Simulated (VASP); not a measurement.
# CdSe (Fm-3m) in VASP: further runs

The runs below take CdSe through single point, with PBE.

Everything below comes from runs of VASP 6.6.1. Logs are shortened: lines on timing, memory, paths and dates and some standing lists are left out, and cuts for length are marked.

### Step 1. The cell of the first run

It takes space group Fm-3m (No. 225, cubic). Conventional cell: a = 5.621 Å, b = 5.621 Å, c = 5.621 Å, α = 90.00°, β = 90.00°, γ = 90.00°. Within 3.7 Å of Cd (site symmetry m-3m) lie 6 Se at 2.81 Å. Se (site symmetry m-3m) has 6 Cd at 2.81 Å within 3.7 Å.

### Step 2. Single point, PBE (volume changed by -6%)

The input, INCAR:

```
PREC     = Accurate       # precision mode
ENCUT    = 520            # plane-wave cutoff, eV
EDIFF    = 1E-6           # SCF threshold, eV
ISMEAR   = -1             # smearing method
SIGMA    = 0.02           # smearing width, eV
LREAL    = F              # projectors in reciprocal space
LASPH    = T              # aspherical terms in the spheres
NELM     = 80             # most SCF steps
ALGO     = Normal         # electronic algorithm
ISIF     = 2              # what is computed and relaxed
LWAVE    = F              # write WAVECAR
LCHARG   = F              # write CHGCAR
GGA      = PE             # functional
NBANDS   = 16             # bands
```

The input, KPOINTS:

```
regular mesh
0
Gamma
  6 6 6
```

The input, POSCAR:

```
CdSe
1.0
    0.0000000000      2.8104123753      2.8104123753
    2.8104123753      0.0000000000      2.8104123753
    2.8104123753      2.8104123753      0.0000000000
Cd Se
1 1
Direct
    0.0000000000      0.0000000000      0.0000000000
    0.5000000000      0.5000000000      0.5000000000
```

Potentials or basis: VASP PAW PBE potentials, release 64 (Cd, Se).

Started as:

```bash
$ cat potpaw_PBE.64/Cd/POTCAR potpaw_PBE.64/Se/POTCAR > POTCAR
$ mpirun -np 1 vasp_std > vasp.out
```

OUTCAR:

```text
PREC = Accurate
   ENCUT = 520
   EDIFF = 1E-6
   ISMEAR = -1
   LREAL = F
   LASPH = T
   NELM = 80
   ISIF = 2
   GGA = PE

 ion  position               nearest neighbor table
   1  0.000  0.000  0.000-   2 2.81   2 2.81   2 2.81   2 2.81   2 2.81   2 2.81
   2  0.500  0.500  0.500-   1 2.81   1 2.81   1 2.81   1 2.81   1 2.81   1 2.81

  LATTYP: Found a face centered cubic cell.
 ALAT       =     5.6208247506

  Lattice vectors:

 A1 = (   0.0000000000,   2.8104123753,   2.8104123753)
 A2 = (   2.8104123753,   0.0000000000,   2.8104123753)
 A3 = (   2.8104123753,   2.8104123753,   0.0000000000)

Analysis of symmetry for initial positions (statically):
=====================================================================
 Subroutine PRICEL returns:
 Original cell was already a primitive cell.

 Routine SETGRP: Setting up the symmetry group for a
 face centered cubic supercell.

 Subroutine GETGRP returns: Found 48 space group operations
 (whereof 48 operations were pure point group operations)
 out of a pool of 48 trial point group operations.

The static configuration has the point symmetry O_h .

Analysis of symmetry for dynamics (positions and initial velocities):
=====================================================================
 Subroutine PRICEL returns:
 Original cell was already a primitive cell.

 Routine SETGRP: Setting up the symmetry group for a
 face centered cubic supercell.

 Subroutine GETGRP returns: Found 48 space group operations
 (whereof 48 operations were pure point group operations)
 out of a pool of 48 trial point group operations.

The dynamic configuration has the point symmetry O_h .

 Subroutine INISYM returns: Found 48 space group operations
 (whereof 48 operations are pure point group operations),
 and found     1 'primitive' translations

----------------------------------------------------------------------------------------

                                     Primitive cell

  volume of cell :      44.3956

  direct lattice vectors                    reciprocal lattice vectors
     0.000000000  2.810412375  2.810412375    -0.177909834  0.177909834  0.177909834
     2.810412375  0.000000000  2.810412375     0.177909834 -0.177909834  0.177909834
     2.810412375  2.810412375  0.000000000     0.177909834  0.177909834 -0.177909834

  length of vectors
[... 65 lines left out ...]
   ISTART =      0    job   : 0-new  1-cont  2-samecut
   ICHARG =      2    charge: 1-file 2-atom 10-const
   ISPIN  =      1    spin polarized calculation?
   LNONCOLLINEAR =      F non collinear calculations
   LSORBIT =      F    spin-orbit coupling
   LASPH  =      T    aspherical Exc in radial PAW
   ENCUT  =  520.0 eV  38.22 Ry    6.18 a.u.   7.39  7.39  7.39*2*pi/ulx,y,z
   NELM   =     80;   NELMIN=  2; NELMDL= -5     # of ELM steps
   EDIFF  = 0.1E-05   stopping-criterion for ELM
   LREAL  =      F    real-space projection
   EDIFFG = 0.1E-04   stopping-criterion for IOM
   NSW    =      0    number of steps for IOM
   IBRION =     -1    ionic relax: 0-MD 1-quasi-New 2-CG
   NFREE  =      0    steps in history (QN), initial steepest desc. (CG)
   ISIF   =      2    stress and relaxation
   ISYM   =      2    0-nonsym 1-usesym 2-fastsym
   POTIM  = 0.5000    time-step for ionic-motion
   TEBEG  =    0.0;   TEEND  =   0.0 temperature during run
   PSTRESS=    0.0 pullay stress
   NELECT =      18.0000    total number of electrons
   NUPDOWN=      -1.0000    fix difference up-down
   EMIN   =  10.00;   EMAX   =-10.00  energy-range for DOS
   EFERMI =   0.00;   METHOD = LEGACY
   ISMEAR =    -1;   SIGMA  =   0.02  broadening in eV -4-tet -1-fermi 0-gaus
   EFERMI_NEDOS =   21; number of points for ismear=-14 and -15
   IALGO  =     38    algorithm
   IMIX   =      4    mixing-type and parameters
     AMIX     =   0.40;   BMIX     =  1.00
     AMIX_MAG =   1.60;   BMIX_MAG =  1.00
  volume/ion in A,a.u.               =      22.20       149.80
  Fermi-wavevector in a.u.,A,eV,Ry     =   1.211674  2.289731 19.975431  1.468153
  Thomas-Fermi vector in A             =   2.347182
   LORBIT       =      0    0 simple, 1 ext, 2 COOP (PROOUT), +10 PAW based schemes
   GGA     = PE    functional components
[... 5 lines left out ...]
 non-spin polarized calculation
  energy-cutoff  :      520.00
  volume of cell :       44.40
 maximum number of plane-waves:      1243
 NGX is ok and might be reduce to    30
   NGX = 15   NGY = 15   NGZ = 15

 number of electron      17.9999992 magnetization

 Free energy of the ion-electron system (eV)
  ---------------------------------------------------
  ext. energy  EPLUGINS =         0.00000000
  ---------------------------------------------------
  free energy    TOTEN  =        -5.15682638 eV

  energy without entropy =       -5.15526355  energy(sigma->0) =       -5.15604496

 E-fermi :   2.8712     XC(G=0): -10.3228

 val. band max:        2.8423887382   @ k =   0.5000   0.0000   0.0000
 cond. band min:       3.2316328230   @ k =   0.0000   0.0000   0.0000
 fundamental gap:      0.3892440848
 Fermi energy:         2.8712451067

 k-point     1 :       0.0000    0.0000    0.0000
  band No.  band energies     occupation
      1     -10.4356      2.00000
      2      -5.1791      2.00000
      3      -5.1791      2.00000
      4      -5.1610      2.00000
      5      -5.1610      2.00000
      6      -5.1610      2.00000
[... 281 lines left out ...]
      3      -5.2326      2.00000
      4      -5.0608      2.00000
      5      -4.9337      2.00000
      6      -4.4764      2.00000
[... 8 lines left out ...]
     15      16.2526      0.00000
     16      18.0113      0.00000

------------------------ aborting loop because EDIFF is reached ----------------------------------------

  FORCE on cell =-STRESS in cart. coord.  units (eV):
  Direction    XX          YY          ZZ          XY          YZ          ZX
  --------------------------------------------------------------------------------------
  -------------------------------------------------------------------------------------
  Total        1.3277142      1.3277142      1.3277142     -0.0000000      0.0000000      0.0000000
  in kB       47.9153920     47.9153920     47.9153920     -0.0000000      0.0000000      0.0000000
  external PRESSURE =      47.9153920 kB  Pullay stress =       0.0000000 kB

 VOLUME and BASIS-vectors are now :
 -----------------------------------------------------------------------------
  energy-cutoff  :      520.00
  volume of cell :       44.40
      direct lattice vectors                 reciprocal lattice vectors
     0.000000000  2.810412375  2.810412375    -0.177909834  0.177909834  0.177909834
     2.810412375  0.000000000  2.810412375     0.177909834 -0.177909834  0.177909834
     2.810412375  2.810412375  0.000000000     0.177909834  0.177909834 -0.177909834

 POSITION                                       TOTAL-FORCE (eV/Angst)
 -----------------------------------------------------------------------------------
      0.00000      0.00000      0.00000         0.000000      0.000000      0.000000
      2.81041      2.81041      2.81041        -0.000000     -0.000000     -0.000000
 -----------------------------------------------------------------------------------
    total drift:                               -0.000000      0.000000      0.000000

  FREE ENERGIE OF THE ION-ELECTRON SYSTEM (eV)
  ---------------------------------------------------
  free  energy   TOTEN  =        -5.1568263754 eV

  energy  without entropy=       -5.1552635515  energy(sigma->0) =       -5.15604496
```

stdout:

```text
POSCAR found type information on POSCAR CdSe
 POSCAR found :  2 types and       2 ions
 scaLAPACK will be used
 LDA part: xc-table for (Slater+PW92), standard interpolation
 POSCAR, INCAR and KPOINTS ok, starting setup
 FFT: planning ... GRIDC
 FFT: planning ... GRID_SOFT
 FFT: planning ... GRID
 WAVECAR not read
 entering main loop
```

Wall time 23 s (1 thread of AMD EPYC 7R43 (Zen 3), shared host); peak memory 0.13 GiB.

What came out:

* Free energy: -5.1568 eV
* Pressure: 4.8 GPa
* Band gap on the k mesh: zero (band 9 reaches 2.84 eV, above the bottom of band 10 at 2.42 eV)

Levels at points of the mesh, in eV from the Fermi level:
| k point | band 6 | band 7 | band 8 | band 9 | band 10 | band 11 | band 12 | band 13 |
| --- | --- | --- | --- | --- | --- | --- | --- | --- |
| (0.00, 0.00, 0.00) | -8.03 | -0.71 | -0.71 | -0.71 | 0.36 | 8.70 | 8.70 | 8.70 |
| (0.50, 0.00, 0.00) | -7.87 | -5.26 | -0.03 | -0.03 | 2.99 | 5.26 | 5.26 | 6.45 |
| (0.50, 0.50, 0.00) | -7.21 | -4.50 | -2.29 | -2.29 | -0.46 | 5.39 | 10.21 | 10.80 |

Caveat: the cell differs from its parent crystal (volume changed by -6%).

### Step 3. Single point, PBE (volume changed by -3%)

The input, INCAR:

```
SYSTEM = CdSe
PREC     = Accurate       ! precision mode
ENCUT    = 520            ! plane-wave cutoff, eV
EDIFF    = 1E-7           ! SCF threshold, eV
ISMEAR   = -1             ! smearing method
SIGMA    = 0.02           ! smearing width, eV
LREAL    = .FALSE.        ! projectors in reciprocal space
LASPH    = .TRUE.         ! aspherical terms in the spheres
NELM     = 100            ! most SCF steps
ALGO     = Normal         ! electronic algorithm
ISIF     = 2              ! what is computed and relaxed
LWAVE    = .FALSE.        ! write WAVECAR
LCHARG   = .FALSE.        ! write CHGCAR
GGA      = PE             ! functional
NBANDS   = 16             ! bands
```

The input, KPOINTS:

```
Automatic mesh
0
G
  6 6 6
  0 0 0
```

The input, POSCAR:

```
CdSe
1.0
    0.0000000000      2.8399978376      2.8399978376
    2.8399978376      0.0000000000      2.8399978376
    2.8399978376      2.8399978376      0.0000000000
Cd Se
1 1
Direct
    0.0000000000      0.0000000000      0.0000000000
    0.5000000000      0.5000000000      0.5000000000
```

Potentials or basis: VASP PAW PBE potentials, release 64 (Cd, Se).

Started as:

```bash
$ cat potpaw_PBE.64/Cd/POTCAR potpaw_PBE.64/Se/POTCAR > POTCAR
$ mpirun -np 1 vasp_std > vasp.out
```

Wall time 25 s (1 thread of AMD EPYC 7R43 (Zen 3), shared host); peak memory 0.13 GiB.

The run converged. Its results:

```yaml
Free_energy: -5.1881 eV
Pressure: 2.4 GPa
Band_gap_on_the_k_mesh: zero (band 9 reaches 2.54 eV, above the bottom of band 10 at 2.13 eV)
```

Levels at points of the mesh, in eV from the Fermi level:
```tsv
k point	band 7	band 8	band 9	band 10	band 11	band 12
(0.00, 0.00, 0.00)	-0.65	-0.65	-0.65	0.23	8.68	8.68
(0.50, 0.00, 0.00)	-5.10	-0.03	-0.03	3.02	5.27	5.27
(0.50, 0.50, 0.00)	-4.29	-2.17	-2.17	-0.45	5.43	9.98
```

Caveat: the cell differs from its parent crystal (volume changed by -3%).

### Step 4. Single point, PBE

This run uses another cell than the first one, of 23.61 Å³/atom, 1.064 times its volume.

The input, INCAR:

```
SYSTEM = CdSe
PREC = Accurate
ENCUT = 520
EDIFF = 1E-7
ISMEAR = -1
SIGMA = 0.02
LREAL = .False.
LASPH = .True.
NELM = 60
ALGO = Normal
ISIF = 2
LWAVE = .False.
LCHARG = .False.
GGA = PE
NBANDS = 16
```

The input, KPOINTS:

```
Automatic mesh
0
Gamma
  6 6 6
  0 0 0
```

The input, POSCAR:

```
CdSe
1.0
    0.0000000000      2.8689794091      2.8689794091
    2.8689794091      0.0000000000      2.8689794091
    2.8689794091      2.8689794091      0.0000000000
Cd Se
1 1
Direct
    0.0000000000      0.0000000000      0.0000000000
    0.5000000000      0.5000000000      0.5000000000
```

Started as:

```bash
$ cat potpaw_PBE.64/Cd/POTCAR potpaw_PBE.64/Se/POTCAR > POTCAR
$ mpirun -np 1 vasp_std > vasp.out
```

It took 21 s on 1 thread of AMD EPYC 7R43 (Zen 3), shared host; peak memory 0.12 GiB.

The run converged. Its results:

```yaml
Free_energy: -5.1998 eV
Pressure: 0.3 GPa
Band_gap_on_the_k_mesh: zero (band 9 reaches 2.27 eV, above the bottom of band 10 at 1.86 eV)
```

Levels at points of the mesh, in eV from the Fermi level:
```tsv
k point	band 5	band 6	band 7	band 8	band 9	band 10	band 11	band 12	band 13	band 14
(0.00, 0.00, 0.00)	-7.90	-7.90	-0.60	-0.60	-0.60	0.11	8.66	8.66	8.66	9.80
(0.50, 0.00, 0.00)	-7.76	-7.76	-4.94	-0.04	-0.04	3.04	5.28	5.28	5.96	11.26
(0.50, 0.50, 0.00)	-7.71	-7.22	-4.09	-2.05	-2.05	-0.44	5.48	9.76	10.34	10.34
```

### Step 5. Single point, PBE (volume changed by +3%)

The input, INCAR:

```
SYSTEM = CdSe
PREC     = Accurate       ! precision mode
ENCUT    = 520            ! plane-wave cutoff, eV
EDIFF    = 1E-6           ! SCF threshold, eV
ISMEAR   = -1             ! smearing method
SIGMA    = 0.02           ! smearing width, eV
LREAL    = .FALSE.        ! projectors in reciprocal space
LASPH    = .TRUE.         ! aspherical terms in the spheres
NELM     = 100            ! most SCF steps
ALGO     = Normal         ! electronic algorithm
ISIF     = 2              ! what is computed and relaxed
LWAVE    = .FALSE.        ! write WAVECAR
LCHARG   = .FALSE.        ! write CHGCAR
GGA      = PE             ! functional
NBANDS   = 16             ! bands
```

The input, KPOINTS:

```
Automatic mesh
0
G
  6 6 6
  0 0 0
```

The input, POSCAR:

```
CdSe
1.0
    0.0000000000      2.8973869933      2.8973869933
    2.8973869933      0.0000000000      2.8973869933
    2.8973869933      2.8973869933      0.0000000000
Cd Se
1 1
Direct
    0.0000000000      0.0000000000      0.0000000000
    0.5000000000      0.5000000000      0.5000000000
```

Started as:

```bash
$ cat potpaw_PBE.64/Cd/POTCAR potpaw_PBE.64/Se/POTCAR > POTCAR
$ mpirun -np 1 vasp_std > vasp.out
```

Run time: 21 s. Hardware: 1 thread of AMD EPYC 7R43 (Zen 3), shared host; peak memory 0.13 GiB.

Results (log left out):

- Free energy: -5.1952 eV
- Pressure: -1.3 GPa
- Band gap on the k mesh: zero (band 9 reaches 2.01 eV, above the bottom of band 10 at 1.61 eV)

Levels at points of the mesh, in eV from the Fermi level:
| k point | band 5 | band 6 | band 7 | band 8 | band 9 | band 10 | band 11 | band 12 | band 13 | band 14 |
| --- | --- | --- | --- | --- | --- | --- | --- | --- | --- | --- |
| (0.00, 0.00, 0.00) | -7.84 | -7.84 | -0.56 | -0.56 | -0.56 | 0.00 | 8.64 | 8.64 | 8.64 | 9.65 |
| (0.50, 0.00, 0.00) | -7.71 | -7.71 | -4.79 | -0.04 | -0.04 | 3.05 | 5.29 | 5.29 | 5.74 | 11.15 |
| (0.50, 0.50, 0.00) | -7.67 | -7.23 | -3.91 | -1.94 | -1.94 | -0.43 | 5.52 | 9.54 | 10.14 | 10.14 |

Caveat: the cell differs from its parent crystal (volume changed by +3%).

### Step 6. Single point, PBE (volume changed by +6%)

The input, INCAR:

```
PREC = Accurate ; ENCUT = 520
EDIFF = 1E-7 ; ISMEAR = -1
SIGMA = 0.02 ; LREAL = False
LASPH = True ; NELM = 80
ALGO = Normal ; ISIF = 2
LWAVE = False ; LCHARG = False
GGA = PE ; NBANDS = 16
```

The input, KPOINTS:

```
Automatic mesh
0
Gamma
  6 6 6
```

The input, POSCAR:

```
CdSe
1.0
    0.0000000000      2.9252481927      2.9252481927
    2.9252481927      0.0000000000      2.9252481927
    2.9252481927      2.9252481927      0.0000000000
Cd Se
1 1
Direct
    0.0000000000      0.0000000000      0.0000000000
    0.5000000000      0.5000000000      0.5000000000
```

Potentials or basis: VASP PAW PBE potentials, release 64 (Cd, Se).

Started as:

```bash
$ cat potpaw_PBE.64/Cd/POTCAR potpaw_PBE.64/Se/POTCAR > POTCAR
$ mpirun -np 1 vasp_std > vasp.out
```

Wall time 22 s (1 thread of AMD EPYC 7R43 (Zen 3), shared host); peak memory 0.13 GiB.

Results (log left out):

| Quantity | Value |
| --- | --- |
| Free energy | -5.1775 eV |
| Pressure | -2.7 GPa |
| Band gap on the k mesh | zero (band 9 reaches 1.77 eV, above the bottom of band 10 at 1.37 eV) |

Levels at points of the mesh, in eV from the Fermi level:
```tsv
k point	band 6	band 7	band 8	band 9	band 10	band 11	band 12	band 13
(0.00, 0.00, 0.00)	-7.79	-0.52	-0.52	-0.52	-0.09	8.62	8.62	8.62
(0.50, 0.00, 0.00)	-7.67	-4.64	-0.04	-0.04	3.07	5.29	5.29	5.53
(0.50, 0.50, 0.00)	-7.23	-3.73	-1.84	-1.84	-0.42	5.56	9.34	9.94
```

Caveat: the cell differs from its parent crystal (volume changed by +6%).

### Step 7. Summary

| cell | gap on the mesh (eV) | pressure (GPa) |
| --- | --- | --- |
| a = 3.975 Å, angles 60.0°, 2 atoms | none | 4.8 |
| a = 4.016 Å, angles 60.0°, 2 atoms | none | 2.4 |
| a = 4.057 Å, angles 60.0°, 2 atoms | none | 0.3 |
| a = 4.098 Å, angles 60.0°, 2 atoms | none | -1.3 |
| a = 4.137 Å, angles 60.0°, 2 atoms | none | -2.7 |

Alike in all rows: task single point; level PBE; potentials or basis VASP PAW PBE potentials, release 64 (Cd, Se); no spin polarisation; k mesh 6 × 6 × 6; cutoff (eV) 520; smearing fermi-dirac 0.02 eV.

Absolute energies hang on the potentials; compare differences alone.
